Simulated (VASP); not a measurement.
# WS2 in VASP: further runs, part 2 of 2

VASP 6.6.1.

## 3. Single point, PBEsol+D3(BJ) (mode 4 frozen in at -0.061 Å and mode 9 at -0.039 Å (largest displacements))

File INCAR:

```
SYSTEM = WS2
PREC = Accurate
ENCUT = 520
EDIFF = 1E-6
ISMEAR = 0
SIGMA = 0.05
LREAL = .False.
LASPH = .True.
NELM = 100
ALGO = Normal
ISIF = 2
LWAVE = .False.
LCHARG = .True.
GGA = PS
IVDW = 12
LELF = .True.
LVHAR = .True.
NBANDS = 20
```

File KPOINTS:

```
Automatic mesh
0
Gamma
  12 12 2
  0 0 0
```

File POSCAR:

```
WS2
1.0
    3.1239380587      0.0000000000      0.0000000000
   -1.5619690294      2.7054097187      0.0000000000
    0.0000000000      0.0000000000     16.9375357456
W S
1 2
Direct
    0.3333333333      0.6666666667      0.0008072152
    0.6472040529      0.3333333333      0.9048367852
    0.6861292805      0.3333333333      0.0905344422
```

Potentials or basis: VASP PAW PBE potentials, release 64 (W_sv, S).

Started as:

```
> cat potpaw_PBE.64/W_sv/POTCAR potpaw_PBE.64/S/POTCAR > POTCAR
> mpirun -np 1 vasp_std > vasp.out
```

OUTCAR:

```text
SYSTEM = WS2
   PREC = Accurate
   ENCUT = 520
   EDIFF = 1E-6
   ISMEAR = 0
   LREAL = .False.
   LASPH = .True.
   NELM = 100
   ISIF = 2
   GGA = PS
   IVDW = 12
 IVDW          = 12

 ion  position               nearest neighbor table
   1  0.333  0.667  0.001-   3 2.32   3 2.36   2 2.39   3 2.40   2 2.43   2 2.47
   2  0.647  0.333  0.905-   1 2.39   1 2.43   1 2.47
   3  0.686  0.333  0.091-   1 2.32   1 2.36   1 2.40

  LATTYP: Found a hexagonal cell.
 ALAT       =     3.1239380587
 C/A-ratio  =     5.4218538996

  Lattice vectors:

 A1 = (   3.1239380587,   0.0000000000,   0.0000000000)
 A2 = (  -1.5619690294,   2.7054097187,   0.0000000000)
 A3 = (   0.0000000000,   0.0000000000,  16.9375357456)

Analysis of symmetry for initial positions (statically):
=====================================================================
 Subroutine PRICEL returns:
 Original cell was already a primitive cell.

 Routine SETGRP: Setting up the symmetry group for a
 hexagonal supercell.

 Subroutine GETGRP returns: Found  1 space group operations
 (whereof  1 operations were pure point group operations)
 out of a pool of 24 trial point group operations.

The static configuration has the point symmetry C_1 .

Analysis of symmetry for dynamics (positions and initial velocities):
=====================================================================
 Subroutine PRICEL returns:
 Original cell was already a primitive cell.

 Routine SETGRP: Setting up the symmetry group for a
 hexagonal supercell.

 Subroutine GETGRP returns: Found  1 space group operations
 (whereof  1 operations were pure point group operations)
 out of a pool of 24 trial point group operations.

The dynamic configuration has the point symmetry C_1 .

 Subroutine INISYM returns: Found  1 space group operations
 (whereof  1 operations are pure point group operations),
 and found     1 'primitive' translations

----------------------------------------------------------------------------------------

                                     Primitive cell

  volume of cell :     143.1481

  direct lattice vectors                    reciprocal lattice vectors
     3.123938059  0.000000000  0.000000000     0.320108780  0.184814890  0.000000000
    -1.561969029  2.705409719  0.000000000     0.000000000  0.369629780  0.000000000
     0.000000000  0.000000000 16.937535746     0.000000000  0.000000000  0.059040466

  length of vectors
     3.123938059  3.123938059 16.937535746     0.369629780  0.369629780  0.059040466

  position of ions in fractional coordinates (direct lattice)
     0.333333333  0.666666667  0.000807215
     0.647204053  0.333333333  0.904836785
     0.686129280  0.333333333  0.090534442

  ion indices of the primitive-cell ions
   primitive index   ion index
                 1           1
                 2           2
                 3           3

----------------------------------------------------------------------------------------

 KPOINTS: Automatic mesh

Automatic generation of k-mesh.
 Grid dimensions read from file:
 generate k-points for:   12   12    2

 Generating k-lattice:

  Cartesian coordinates                     Fractional coordinates (reciprocal lattice)
     0.026675732  0.015401241  0.000000000     0.083333333  0.000000000  0.000000000
     0.000000000  0.030802482  0.000000000     0.000000000  0.083333333  0.000000000
     0.000000000  0.000000000  0.029520233     0.000000000  0.000000000  0.500000000

  Length of vectors
     0.030802482  0.030802482  0.029520233

  Shift w.r.t. Gamma in fractional coordinates (k-lattice)
     0.000000000  0.000000000  0.000000000

 Subroutine IBZKPT returns following result:
 ===========================================

 Found    148 irreducible k-points:

 Following reciprocal coordinates:
            Coordinates               Weight
  0.000000  0.000000  0.000000      1.000000
  0.083333 -0.000000  0.000000      2.000000
  0.000000  0.083333  0.000000      2.000000
 -0.083333  0.083333  0.000000      2.000000
  0.166667  0.000000  0.000000      2.000000
  0.000000  0.166667  0.000000      2.000000
[... 16 lines left out ...]
  0.166667  0.083333  0.000000      2.000000
 -0.083333  0.250000  0.000000      2.000000
 [... further k-points ...]
   k-points           NKPTS =    148   k-points in BZ     NKDIM =    148   number of bands    NBANDS=     20
   number of dos      NEDOS =    301   number of ions     NIONS =      3
   total plane-waves  NPLWV =  72576
   dimension x,y,z NGX =    24 NGY =   24 NGZ =  126
   dimension x,y,z NGXF=    48 NGYF=   48 NGZF=  252
   ions per type =               1   2
   NGX,Y,Z   is equivalent  to a cutoff of  12.77, 12.77, 12.37 a.u.
   NGXF,Y,Z  is equivalent  to a cutoff of  25.54, 25.54, 24.73 a.u.
 SYSTEM =  WS2
   PREC   = accura    normal or accurate (medium, high low for compatibility)
   ISTART =      0    job   : 0-new  1-cont  2-samecut
   ICHARG =      2    charge: 1-file 2-atom 10-const
   ISPIN  =      1    spin polarized calculation?
   LNONCOLLINEAR =      F non collinear calculations
   LSORBIT =      F    spin-orbit coupling
   LASPH  =      T    aspherical Exc in radial PAW
   ENCUT  =  520.0 eV  38.22 Ry    6.18 a.u.   5.81  5.81 31.49*2*pi/ulx,y,z
   NELM   =    100;   NELMIN=  2; NELMDL= -5     # of ELM steps
   EDIFF  = 0.1E-05   stopping-criterion for ELM
   LREAL  =      F    real-space projection
   EDIFFG = 0.1E-04   stopping-criterion for IOM
   NSW    =      0    number of steps for IOM
   IBRION =     -1    ionic relax: 0-MD 1-quasi-New 2-CG
   NFREE  =      0    steps in history (QN), initial steepest desc. (CG)
   ISIF   =      2    stress and relaxation
   ISYM   =      2    0-nonsym 1-usesym 2-fastsym
   POTIM  = 0.5000    time-step for ionic-motion
   TEBEG  =    0.0;   TEEND  =   0.0 temperature during run
   PSTRESS=    0.0 pullay stress
   NELECT =      26.0000    total number of electrons
   NUPDOWN=      -1.0000    fix difference up-down
   EMIN   =  10.00;   EMAX   =-10.00  energy-range for DOS
   EFERMI =   0.00;   METHOD = LEGACY
   ISMEAR =     0;   SIGMA  =   0.05  broadening in eV -4-tet -1-fermi 0-gaus
   EFERMI_NEDOS =   21; number of points for ismear=-14 and -15
   IALGO  =     38    algorithm
   IMIX   =      4    mixing-type and parameters
     AMIX     =   0.40;   BMIX     =  1.00
     AMIX_MAG =   1.60;   BMIX_MAG =  1.00
  volume/ion in A,a.u.               =      47.72       322.00
  Fermi-wavevector in a.u.,A,eV,Ry     =   0.927123  1.752009 11.694985  0.859557
  Thomas-Fermi vector in A             =   2.053159
   LORBIT       =      0    0 simple, 1 ext, 2 COOP (PROOUT), +10 PAW based schemes
   GGA     = PS    functional components
   LHFCALC =     F    Hartree Fock is set to
   AEXX    =    0.0000 exact exchange contribution
   IVDW    =    12    specifies the selected vdW correction
   LEPSILON=     F    determine dielectric tensor
   LRPA    =     F    only Hartree local field effects (RPA)
 non-spin polarized calculation
 Gauss-broadening in eV      SIGMA  =   0.05
  energy-cutoff  :      520.00
  volume of cell :      143.15
 maximum number of plane-waves:      3892
   NGX = 11   NGY = 11   NGZ = 63

 number of electron      25.9999996 magnetization

 Free energy of the ion-electron system (eV)
  ---------------------------------------------------
  ext. energy  EPLUGINS =         0.00000000
  ---------------------------------------------------
  free energy    TOTEN  =       -25.15670329 eV

  energy without entropy =      -25.15670329  energy(sigma->0) =      -25.15670329

 E-fermi :  -0.8606     XC(G=0):  -4.6393

 val. band max:       -1.0737586221   @ k =   0.3333   0.3333   0.0000
 cond. band min:       0.8795856321   @ k =  -0.3333   0.1667   0.0000
 fundamental gap:      1.9533442542
 Fermi energy:        -0.8606021831

 k-point     1 :       0.0000    0.0000    0.0000
  band No.  band energies     occupation
      1     -74.9404      2.00000
      2     -39.2417      2.00000
      3     -39.0235      2.00000
      4     -39.0173      2.00000
      5     -16.0398      2.00000
      6     -14.3355      2.00000
[... 12 lines left out ...]
     19       4.4572      0.00000
[... 513 lines left out ...]
      4     -39.0673      2.00000
      5     -15.2355      2.00000
      6     -14.0293      2.00000
[... 12 lines left out ...]
     19       5.4097      0.00000
     20       6.3576      0.00000

 [... further k-points ...]

------------------------ aborting loop because EDIFF is reached ----------------------------------------

 Edisp (eV)   -0.75932

 E8    (eV) :    -0.5104

  FORCE on cell =-STRESS in cart. coord.  units (eV):
  Direction    XX          YY          ZZ          XY          YZ          ZX
  --------------------------------------------------------------------------------------
  -------------------------------------------------------------------------------------
  Total       0.18247     0.17620     0.24174     0.17266    -0.01539    -2.00558
  in kB       2.04234     1.97207     2.70564     1.93246    -0.17229   -22.44734
  external pressure =        2.24 kB  Pullay stress =        0.00 kB

 VOLUME and BASIS-vectors are now :
 -----------------------------------------------------------------------------
  energy-cutoff  :      520.00
  volume of cell :      143.15
      direct lattice vectors                 reciprocal lattice vectors
     3.123938059  0.000000000  0.000000000     0.320108780  0.184814890  0.000000000
    -1.561969029  2.705409719  0.000000000     0.000000000  0.369629780  0.000000000
     0.000000000  0.000000000 16.937535746     0.000000000  0.000000000  0.059040466

 POSITION                                       TOTAL-FORCE (eV/Angst)
 -----------------------------------------------------------------------------------
     -0.00000      1.80361      0.01367         0.162434      0.064726     -1.818330
      1.50117      0.90180     15.32571         0.559263     -0.026387      0.788112
      1.62277      0.90180      1.53343        -0.721697     -0.038339      1.030218
 -----------------------------------------------------------------------------------
    total drift:                               -0.000004     -0.000000     -0.000142

  FREE ENERGIE OF THE ION-ELECTRON SYSTEM (eV)
  ---------------------------------------------------
  free  energy   TOTEN  =       -25.9160216569 eV

  energy  without entropy=      -25.9160216569  energy(sigma->0) =      -25.91602166
```

OSZICAR:

```text
N       E                     dE             d eps       ncg     rms          rms(c)
DAV:   1     0.176964726603E+03    0.17696E+03   -0.13956E+04  7104   0.109E+03
DAV:   2    -0.128728555166E+02   -0.18984E+03   -0.18451E+03  7604   0.261E+02
DAV:   3    -0.261818221692E+02   -0.13309E+02   -0.13208E+02  7884   0.669E+01
[... 14 lines left out ...]
DAV:  18    -0.251566839590E+02   -0.41570E-04   -0.21812E-06  5872   0.436E-03    0.146E-03
DAV:  19    -0.251566965594E+02   -0.12600E-04   -0.58746E-07  6600   0.258E-03    0.134E-03
DAV:  20    -0.251567014165E+02   -0.48571E-05   -0.25213E-07  5616   0.160E-03    0.484E-04
DAV:  21    -0.251567029795E+02   -0.15631E-05   -0.70304E-08  5460   0.789E-04    0.360E-04
DAV:  22    -0.251567032922E+02   -0.31270E-06   -0.73192E-09  4332   0.293E-04
   1 F= -.25916022E+02 E0= -.25916022E+02  d E =-.500874E-11
```

Run time: 13 min. Hardware: 1 thread of Oxide Virtual Turin-like, shared host; peak memory 0.5 GiB.

What came out:

| Quantity | Value |
| --- | --- |
| Free energy | -25.9160 eV |
| Largest force | 1.827 eV/Å |
| Band gap on the k mesh | 1.95 eV, indirect (least direct gap 2.03 eV) |
| Dispersion energy per atom | -0.253 eV |

Forces in eV/Å, atoms in the order of the input:
```
W    0.162  0.065 -1.818
S    0.559 -0.026  0.788
S   -0.722 -0.038  1.030
```

Caveat: the cell differs from its parent crystal (mode 4 frozen in at -0.061 Å and mode 9 at -0.039 Å (largest displacements)); the PAW data sets were made with another functional, which shifts forces and pressure a little; spin-orbit coupling is left out, which moves the levels of the heavy elements.

## 4. Single point, PBEsol+D3(BJ) (mode 4 frozen in at -0.061 Å and mode 9 at -0.078 Å (largest displacements))

File INCAR:

```
SYSTEM = WS2
ALGO     = Normal         ! electronic algorithm
EDIFF    = 1E-6           ! SCF threshold, eV
ENCUT    = 520            ! plane-wave cutoff, eV
GGA      = PS             ! functional
ISIF     = 2              ! what is computed and relaxed
ISMEAR   = 0              ! smearing method
IVDW     = 12             ! dispersion correction
LASPH    = .TRUE.         ! aspherical terms in the spheres
LCHARG   = .TRUE.         ! write CHGCAR
LELF     = .TRUE.         ! ELF
LREAL    = .FALSE.        ! projectors in reciprocal space
LVHAR    = .TRUE.       
LWAVE    = .FALSE.        ! write WAVECAR
NBANDS   = 20             ! bands
NELM     = 100            ! most SCF steps
PREC     = Accurate       ! precision mode
SIGMA    = 0.05           ! smearing width, eV
```

File KPOINTS:

```
k-points
0
G
  12 12 2
  0 0 0
```

File POSCAR:

```
WS2
1.0
    3.1239380587      0.0000000000      0.0000000000
   -1.5619690294      2.7054097187      0.0000000000
    0.0000000000      0.0000000000     16.9375357456
W S
1 2
Direct
    0.3333333333      0.6666666667      0.0016144304
    0.6472040529      0.3333333333      0.9025223990
    0.6861292805      0.3333333333      0.0882200560
```

Potentials or basis: VASP PAW PBE potentials, release 64 (W_sv, S).

Started as:

```
> cat potpaw_PBE.64/W_sv/POTCAR potpaw_PBE.64/S/POTCAR > POTCAR
> mpirun -np 1 vasp_std > vasp.out
```

OUTCAR:

```text
SYSTEM = WS2
   EDIFF = 1E-6
   ENCUT = 520
   GGA = PS
   ISIF = 2
   ISMEAR = 0
   IVDW = 12
   LASPH = .TRUE.
   LREAL = .FALSE.
   NELM = 100
   PREC = Accurate
 IVDW          = 12

 ion  position               nearest neighbor table
   1  0.333  0.667  0.002-   3 2.28   3 2.33   3 2.37   2 2.43   2 2.46   2 2.50
   2  0.647  0.333  0.903-   1 2.43   1 2.46   1 2.50
   3  0.686  0.333  0.088-   1 2.28   1 2.33   1 2.37

  LATTYP: Found a hexagonal cell.
 ALAT       =     3.1239380587
 C/A-ratio  =     5.4218538996
[... 745 lines left out ...]

 Edisp (eV)   -0.75921

 E8    (eV) :    -0.5103

  FORCE on cell =-STRESS in cart. coord.  units (eV):
  Direction    XX          YY          ZZ          XY          YZ          ZX
  --------------------------------------------------------------------------------------
  -------------------------------------------------------------------------------------
  Total       0.51832     0.51102     0.45466     0.35015    -0.03096    -2.01803
  in kB       5.80128     5.71953     5.08872     3.91905    -0.34647   -22.58665
  external pressure =        5.54 kB  Pullay stress =        0.00 kB

 VOLUME and BASIS-vectors are now :
 -----------------------------------------------------------------------------
  energy-cutoff  :      520.00
  volume of cell :      143.15
      direct lattice vectors                 reciprocal lattice vectors
     3.123938059  0.000000000  0.000000000     0.320108780  0.184814890  0.000000000
    -1.561969029  2.705409719  0.000000000     0.000000000  0.369629780  0.000000000
     0.000000000  0.000000000 16.937535746     0.000000000  0.000000000  0.059040466

 POSITION                                       TOTAL-FORCE (eV/Angst)
 -----------------------------------------------------------------------------------
     -0.00000      1.80361      0.02734         0.327609      0.067676     -3.620044
      1.50117      0.90180     15.28651         0.488887     -0.021730      1.530380
      1.62277      0.90180      1.49423        -0.816496     -0.045945      2.089664
 -----------------------------------------------------------------------------------
    total drift:                               -0.000020     -0.000001      0.000203

  FREE ENERGIE OF THE ION-ELECTRON SYSTEM (eV)
  ---------------------------------------------------
  free  energy   TOTEN  =       -25.7721390749 eV

  energy  without entropy=      -25.7721390749  energy(sigma->0) =      -25.77213907
```

Wall time 13 min (1 thread of Oxide Virtual Turin-like, shared host); peak memory 0.5 GiB.

Results:

```yaml
Free_energy: -25.7721 eV
Largest_force: 3.635 eV/Å
Band_gap_on_the_k_mesh: 1.89 eV, indirect (least direct gap 2.03 eV)
Dispersion_energy_per_atom: -0.253 eV
```

Forces on the atoms (eV/Å):
```
W    0.328  0.068 -3.620
S    0.489 -0.022  1.530
S   -0.816 -0.046  2.090
```

Levels at points of the mesh, in eV from the valence-band top:
| k point | band 11 | band 12 | band 13 | band 14 | band 15 | band 16 |
| --- | --- | --- | --- | --- | --- | --- |
| (0.00, 0.00, 0.00) | -1.35 | -1.35 | 0.00 | 2.69 | 2.90 | 3.42 |
| (0.50, 0.00, 0.00) | -2.20 | -1.03 | -0.96 | 3.10 | 3.36 | 4.05 |
| (0.00, 0.50, 0.00) | -2.23 | -1.02 | -0.90 | 3.10 | 3.40 | 4.11 |
| (0.50, 0.50, 0.00) | -2.28 | -1.00 | -0.81 | 3.11 | 3.43 | 4.17 |
| (0.00, 0.00, 0.50) | -1.35 | -1.35 | 0.00 | 2.69 | 2.90 | 3.42 |
| (0.50, 0.00, 0.50) | -2.20 | -1.03 | -0.96 | 3.10 | 3.36 | 4.05 |
| (0.00, 0.50, 0.50) | -2.23 | -1.02 | -0.90 | 3.10 | 3.40 | 4.11 |
| (0.50, 0.50, 0.50) | -2.28 | -1.00 | -0.81 | 3.11 | 3.43 | 4.17 |

Caveat: the cell differs from its parent crystal (mode 4 frozen in at -0.061 Å and mode 9 at -0.078 Å (largest displacements)); the PAW data sets were made with another functional, which shifts forces and pressure a little; spin-orbit coupling is left out, which moves the levels of the heavy elements.

## 5. Single point, PBEsol+D3(BJ) (mode 4 frozen in at -0.061 Å and mode 9 at -0.059 Å (largest displacements))

File INCAR:

```
  ALGO = Normal
  EDIFF = 1E-6
  ENCUT = 520
  GGA = PS
  ISIF = 2
  ISMEAR = 0
  IVDW = 12
  LASPH = True
  LCHARG = False
  LREAL = False
  LWAVE = False
  NBANDS = 20
  NELM = 80
  PREC = Accurate
  SIGMA = 0.05
```

File KPOINTS:

```
k-points
0
Gamma
  12 12 2
```

File POSCAR:

```
WS2
1.0
    3.1239380587      0.0000000000      0.0000000000
   -1.5619690294      2.7054097187      0.0000000000
    0.0000000000      0.0000000000     16.9375357456
W S
1 2
Direct
    0.3333333333      0.6666666667      0.0012108228
    0.6472040529      0.3333333333      0.9036795921
    0.6861292805      0.3333333333      0.0893772491
```

Started as:

```
> cat potpaw_PBE.64/W_sv/POTCAR potpaw_PBE.64/S/POTCAR > POTCAR
> mpirun -np 1 vasp_std > vasp.out
```

It took 14 min on 1 thread of Oxide Virtual Turin-like, shared host; peak memory 0.5 GiB.

It converged, with:

```
Free energy                : -25.8560 eV
Largest force              : 2.734 eV/Å
Band gap on the k mesh     : 1.93 eV, indirect (least direct gap 2.03 eV)
Dispersion energy per atom : -0.253 eV
```

Forces on the atoms (eV/Å):
```
W    0.244  0.066 -2.722
S    0.523 -0.024  1.174
S   -0.768 -0.042  1.549
```

Levels at points of the mesh, in eV from the valence-band top:
| k point | band 11 | band 12 | band 13 | band 14 | band 15 | band 16 |
| --- | --- | --- | --- | --- | --- | --- |
| (0.00, 0.00, 0.00) | -1.42 | -1.41 | -0.08 | 2.76 | 2.97 | 3.32 |
| (0.50, 0.00, 0.00) | -2.21 | -1.07 | -0.97 | 3.11 | 3.41 | 4.06 |
| (0.00, 0.50, 0.00) | -2.24 | -1.05 | -0.92 | 3.11 | 3.43 | 4.12 |
| (0.50, 0.50, 0.00) | -2.28 | -1.04 | -0.86 | 3.12 | 3.46 | 4.16 |
| (0.00, 0.00, 0.50) | -1.42 | -1.41 | -0.08 | 2.76 | 2.97 | 3.32 |
| (0.50, 0.00, 0.50) | -2.21 | -1.07 | -0.97 | 3.11 | 3.41 | 4.06 |
| (0.00, 0.50, 0.50) | -2.24 | -1.05 | -0.92 | 3.11 | 3.43 | 4.12 |
| (0.50, 0.50, 0.50) | -2.28 | -1.04 | -0.86 | 3.12 | 3.46 | 4.16 |

Caveat: the cell differs from its parent crystal (mode 4 frozen in at -0.061 Å and mode 9 at -0.059 Å (largest displacements)); the PAW data sets were made with another functional, which shifts forces and pressure a little; spin-orbit coupling is left out, which moves the levels of the heavy elements.
